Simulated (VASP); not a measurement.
# Hf (Im-3m) in VASP: notebook

The runs below take Hf through single point, with PBE.

All numbers are computed with VASP 6.6.1; they aren't measurements. Logs are shortened: lines on timing, memory, paths and dates and some standing lists are left out, and cuts for length are marked.

## (1) The cell of the first run

It takes space group Im-3m (No. 229, cubic). Conventional cell: a = 3.304 Å, b = 3.304 Å, c = 3.304 Å, α = 90.00°, β = 90.00°, γ = 90.00°. Hf (site symmetry m-3m) has 14 Hf at 2.86 to 3.30 Å within 3.8 Å.

## (2) Single point, PBE

The input, INCAR:

```
PREC     = Accurate       # precision mode
ENCUT    = 520            # plane-wave cutoff, eV
EDIFF    = 1E-7           # SCF threshold, eV
ISMEAR   = -1             # smearing method
SIGMA    = 0.08           # smearing width, eV
LREAL    = False          # projectors in reciprocal space
LASPH    = True           # aspherical terms in the spheres
NELM     = 100            # most SCF steps
ALGO     = Normal         # electronic algorithm
ISIF     = 2              # what is computed and relaxed
LWAVE    = False          # write WAVECAR
LCHARG   = False          # write CHGCAR
GGA      = PE             # functional
NBANDS   = 11             # bands
```

The input, KPOINTS:

```
Automatic mesh
0
Gamma
  16 16 16
```

The input, POSCAR:

```
Hf
1.0
   -1.6520905260      1.6520905260      1.6520905260
    1.6520905260     -1.6520905260      1.6520905260
    1.6520905260      1.6520905260     -1.6520905260
Hf
1
Direct
    0.0000000000      0.0000000000      0.0000000000
```

Potentials or basis: VASP PAW PBE potentials, release 64 (Hf_pv).

Launch:

```bash
$ cat potpaw_PBE.64/Hf_pv/POTCAR > POTCAR
$ mpirun -np 1 vasp_std > vasp.out
```

OUTCAR:

```text
PREC = Accurate
   ENCUT = 520
   EDIFF = 1E-7
   ISMEAR = -1
   LREAL = False
   LASPH = True
   NELM = 100
   ISIF = 2
   GGA = PE

 ion  position               nearest neighbor table
   1  0.000  0.000  0.000-

  LATTYP: Found a body centered cubic cell.
 ALAT       =     3.3041810520

  Lattice vectors:

 A1 = (  -1.6520905260,   1.6520905260,   1.6520905260)
 A2 = (   1.6520905260,  -1.6520905260,   1.6520905260)
 A3 = (   1.6520905260,   1.6520905260,  -1.6520905260)

Analysis of symmetry for initial positions (statically):
=====================================================================
 Subroutine PRICEL returns:
 Original cell was already a primitive cell.

 Routine SETGRP: Setting up the symmetry group for a
 body centered cubic supercell.

 Subroutine GETGRP returns: Found 48 space group operations
[... 9 lines left out ...]

 Routine SETGRP: Setting up the symmetry group for a
 body centered cubic supercell.

 Subroutine GETGRP returns: Found 48 space group operations
[... 11 lines left out ...]
                                     Primitive cell

  volume of cell :      18.0369

  direct lattice vectors                    reciprocal lattice vectors
    -1.652090526  1.652090526  1.652090526     0.000000000  0.302646854  0.302646854
     1.652090526 -1.652090526  1.652090526     0.302646854  0.000000000  0.302646854
     1.652090526  1.652090526 -1.652090526     0.302646854  0.302646854  0.000000000

  length of vectors
     2.861504730  2.861504730  2.861504730     0.428007285  0.428007285  0.428007285

  position of ions in fractional coordinates (direct lattice)
     0.000000000  0.000000000  0.000000000

  ion indices of the primitive-cell ions
   primitive index   ion index
                 1           1

----------------------------------------------------------------------------------------

 KPOINTS: Automatic mesh

Automatic generation of k-mesh.
 Grid dimensions read from file:
 generate k-points for:   16   16   16

 Generating k-lattice:

  Cartesian coordinates                     Fractional coordinates (reciprocal lattice)
     0.000000000  0.018915428  0.018915428     0.062500000  0.000000000  0.000000000
     0.018915428  0.000000000  0.018915428     0.000000000  0.062500000  0.000000000
     0.018915428  0.018915428  0.000000000     0.000000000  0.000000000  0.062500000

  Length of vectors
[... 50 lines left out ...]
   LNONCOLLINEAR =      F non collinear calculations
   LSORBIT =      F    spin-orbit coupling
   LASPH  =      T    aspherical Exc in radial PAW
   ENCUT  =  520.0 eV  38.22 Ry    6.18 a.u.   5.32  5.32  5.32*2*pi/ulx,y,z
   NELM   =    100;   NELMIN=  2; NELMDL= -5     # of ELM steps
   EDIFF  = 0.1E-06   stopping-criterion for ELM
   LREAL  =      F    real-space projection
   EDIFFG = 0.1E-05   stopping-criterion for IOM
   NSW    =      0    number of steps for IOM
   IBRION =     -1    ionic relax: 0-MD 1-quasi-New 2-CG
   NFREE  =      0    steps in history (QN), initial steepest desc. (CG)
   ISIF   =      2    stress and relaxation
   ISYM   =      2    0-nonsym 1-usesym 2-fastsym
   POTIM  = 0.5000    time-step for ionic-motion
   TEBEG  =    0.0;   TEEND  =   0.0 temperature during run
   PSTRESS=    0.0 pullay stress
   NELECT =      10.0000    total number of electrons
   NUPDOWN=      -1.0000    fix difference up-down
   EMIN   =  10.00;   EMAX   =-10.00  energy-range for DOS
   EFERMI =   0.00;   METHOD = LEGACY
   ISMEAR =    -1;   SIGMA  =   0.08  broadening in eV -4-tet -1-fermi 0-gaus
   EFERMI_NEDOS =   21; number of points for ismear=-14 and -15
   IALGO  =     38    algorithm
   IMIX   =      4    mixing-type and parameters
     AMIX     =   0.40;   BMIX     =  1.00
     AMIX_MAG =   1.60;   BMIX_MAG =  1.00
  volume/ion in A,a.u.               =      18.04       121.72
  Fermi-wavevector in a.u.,A,eV,Ry     =   1.344893  2.541479 24.609355  1.808737
  Thomas-Fermi vector in A             =   2.472850
   LORBIT       =      0    0 simple, 1 ext, 2 COOP (PROOUT), +10 PAW based schemes
   GGA     = PE    functional components
   LHFCALC =     F    Hartree Fock is set to
   AEXX    =    0.0000 exact exchange contribution
   IVDW    =     0    specifies the selected vdW correction
   LEPSILON=     F    determine dielectric tensor
   LRPA    =     F    only Hartree local field effects (RPA)
 non-spin polarized calculation
  energy-cutoff  :      520.00
  volume of cell :       18.04
 maximum number of plane-waves:       496
 NGX is ok and might be reduce to    24
   NGX = 11   NGY = 11   NGZ = 11

 number of electron      10.0000000 magnetization

 Free energy of the ion-electron system (eV)
  ---------------------------------------------------
  ext. energy  EPLUGINS =         0.00000000
  ---------------------------------------------------
  free energy    TOTEN  =        -9.42739872 eV

  energy without entropy =       -9.39841623  energy(sigma->0) =       -9.41290747

 E-fermi :   6.1177     XC(G=0): -12.3020

 val. band max:        6.1031290410   @ k =   0.1875   0.0625   0.0625
 cond. band min:       6.1385596613   @ k =   0.1875   0.1250  -0.0000
 fundamental gap:      0.0354306203
 Fermi energy:         6.1177303844

 k-point     1 :       0.0000    0.0000    0.0000
  band No.  band energies     occupation
      1     -22.8507      2.00000
      2     -22.8507      2.00000
      3     -22.8507      2.00000
      4      -1.5306      2.00000
      5       7.7977      0.00000
      6       7.7977      0.00000
      7       7.7977      0.00000
      8      11.2421      0.00000
      9      11.2421      0.00000
     10      20.1583      0.00000
     11      20.4945      0.00000
[... 309 lines left out ...]
 k-point    24 :       0.2500    0.1875    0.0000
  band No.  band energies     occupation
      1     -24.1391      2.00000
      2     -23.3808      2.00000
      3     -22.9944      2.00000
      4       2.8579      2.00000
      5       5.4029      1.99974
      6       6.1780      0.64015
      7      10.5416      0.00000
      8      12.3751      0.00000
      9      14.2977      0.00000
     10      19.7055      0.00000
     11      20.2098      0.00000

 [... further k-points ...]
[... 5 lines left out ...]
  --------------------------------------------------------------------------------------
  -------------------------------------------------------------------------------------
  Total        3.3413927      3.3413927      3.3413927      0.0000000      0.0000000      0.0000000
  in kB      296.8086726    296.8086726    296.8086726      0.0000000      0.0000000      0.0000000
  external PRESSURE =     296.8086726 kB  Pullay stress =       0.0000000 kB

 VOLUME and BASIS-vectors are now :
 -----------------------------------------------------------------------------
  energy-cutoff  :      520.00
  volume of cell :       18.04
      direct lattice vectors                 reciprocal lattice vectors
    -1.652090526  1.652090526  1.652090526     0.000000000  0.302646854  0.302646854
     1.652090526 -1.652090526  1.652090526     0.302646854  0.000000000  0.302646854
     1.652090526  1.652090526 -1.652090526     0.302646854  0.302646854  0.000000000

 POSITION                                       TOTAL-FORCE (eV/Angst)
 -----------------------------------------------------------------------------------
      0.00000      0.00000      0.00000         0.000000     -0.000000      0.000000
 -----------------------------------------------------------------------------------
    total drift:                               -0.000000      0.000000      0.000000

  FREE ENERGIE OF THE ION-ELECTRON SYSTEM (eV)
  ---------------------------------------------------
  free  energy   TOTEN  =        -9.4273987206 eV

  energy  without entropy=       -9.3984162269  energy(sigma->0) =       -9.41290747
```

Run time: 45 s. Hardware: 1 thread of AMD EPYC 7R43 (Zen 3), shared host; peak memory 0.12 GiB.

What came out:

- Free energy: -9.4274 eV
- Pressure: 29.7 GPa
- Band gap on the k mesh: zero (band 5 reaches 7.80 eV, above the bottom of band 6 at 5.15 eV)

Caveat: spin-orbit coupling is left out, which moves the levels of the heavy elements.

## (3) Single point, PBE

The input, INCAR:

```
PREC = Accurate
ENCUT = 520
EDIFF = 1E-7
ISMEAR = -1
SIGMA = 0.08
LREAL = F
LASPH = T
NELM = 80
ALGO = Normal
ISIF = 2
LWAVE = F
LCHARG = F
GGA = PE
NBANDS = 11
```

KPOINTS is that of step 2.

The input, POSCAR:

```
Hf
1.0
   -1.6521880950      1.6521880950      1.6521880950
    1.6521880950     -1.6521880950      1.6521880950
    1.6521880950      1.6521880950     -1.6521880950
Hf
1
Direct
    0.0000000000      0.0000000000      0.0000000000
```

Potentials or basis: VASP PAW PBE potentials, release 64 (Hf_pv).

Launch:

```bash
$ cat potpaw_PBE.64/Hf_pv/POTCAR > POTCAR
$ mpirun -np 1 vasp_std > vasp.out
```

Run time: 34 s. Hardware: 1 thread of AMD EPYC 7R43 (Zen 3), shared host; peak memory 0.13 GiB.

The run converged. Its results:

- Free energy: -9.4280 eV
- Pressure: 29.6 GPa
- Band gap on the k mesh: zero (band 5 reaches 7.80 eV, above the bottom of band 6 at 5.15 eV)

Levels at points of the mesh, in eV from the Fermi level:
```tsv
k point	band 1	band 2	band 3	band 4	band 5	band 6	band 7	band 8	band 9	band 10
(0.00, 0.00, 0.00)	-28.97	-28.97	-28.97	-7.65	1.68	1.68	1.68	5.12	5.12	14.04
(0.50, 0.00, 0.00)	-30.60	-29.48	-28.99	-4.09	-0.93	2.18	5.12	6.35	9.73	11.56
(0.50, 0.50, 0.50)	-30.07	-30.07	-30.07	-3.63	-3.63	8.56	8.56	8.56	9.24	9.24
```

Caveat: spin-orbit coupling is left out, which moves the levels of the heavy elements.
